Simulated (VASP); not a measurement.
MgO, 4 atoms in the cell. The structure is hexagonal, space group P6_3mc (No. 186). Conventional cell: a = 3.288 Å, b = 3.288 Å, c = 4.934 Å, α = 90.00°, β = 90.00°, γ = 120.00°. Mg (site symmetry 3m) has 4 O at 1.96 to 1.98 Å within 2.6 Å. O (site symmetry 3m) has 4 Mg at 1.96 to 1.98 Å within 2.6 Å.  This cell differs from its parent crystal: uniaxial z strain -2.0%.

```yaml
Program: VASP 6.6.1
Task: single point
Functional: HSE06
Potentials_or_basis: VASP PAW PBE potentials, release 64 (Mg, O)
Cutoff: 520 eV
k_mesh: 6 × 6 × 4
Occupations: gaussian, width 0.01 eV
Spin: no spin polarisation
Dipole_correction: no
Grid_for_exact_exchange_PRECFOCK: Normal
Further_INCAR_settings: ALGO = Normal; EDIFF = 1e-06; NBANDS = 16
Share_of_exact_exchange: 0.25
Screening_parameter: 0.2079 1/Å
```

Potentials or basis: VASP PAW PBE potentials, release 64 (Mg, O).

Run with:

```sh
$ cat potpaw_PBE.64/Mg/POTCAR potpaw_PBE.64/O/POTCAR > POTCAR
$ cp INCAR.step1 INCAR
$ mpirun -np 1 vasp_std > vasp.out
$ cp INCAR.step2 INCAR
$ mpirun -np 1 vasp_std > vasp.out
```

Hardware: 1 thread of AMD EPYC 7R13 Processor (Zen 3), on a shared host.

Q: Estimate the wall time of this run.

A: It took 33 min on 1 thread of AMD EPYC 7R13 Processor (Zen 3), with other jobs on the host, peak memory 0.26 GiB. Counts: k points 21.
